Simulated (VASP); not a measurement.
The system is W.

```
W
1.0
    -1.56769    1.56769    1.56769
     1.56769   -1.56769    1.56769
     1.56769    1.56769   -1.56769
W
1
Direct
  0.00000 0.00000 0.00000
```

Base run:

| Quantity | Value |
| --- | --- |
| Program | VASP 6.6.1 |
| Functional | LDA |
| Potentials or basis | VASP PAW LDA potentials, release 64 (W_sv) |
| Cutoff | 520 eV |
| k mesh | 14 × 14 × 14 |
| Occupations | methfessel-paxton, width 0.1 eV |
| Spin | no spin polarisation |

Its results: band gap on the k mesh zero (band 7 reaches 17.09 eV, above the bottom of band 8 at 10.43 eV); pressure 1.8 GPa.

Task: The run is repeated on the same cell with these changes: occupations from methfessel-paxton, width 0.1 eV to gaussian, width 1 eV. What comes out?

Result: Band gap on the k mesh zero (band 7 reaches 17.10 eV, above the bottom of band 8 at 10.44 eV); pressure 2.8 GPa.

Caveats: spin-orbit coupling is left out, which moves the levels of the heavy elements.
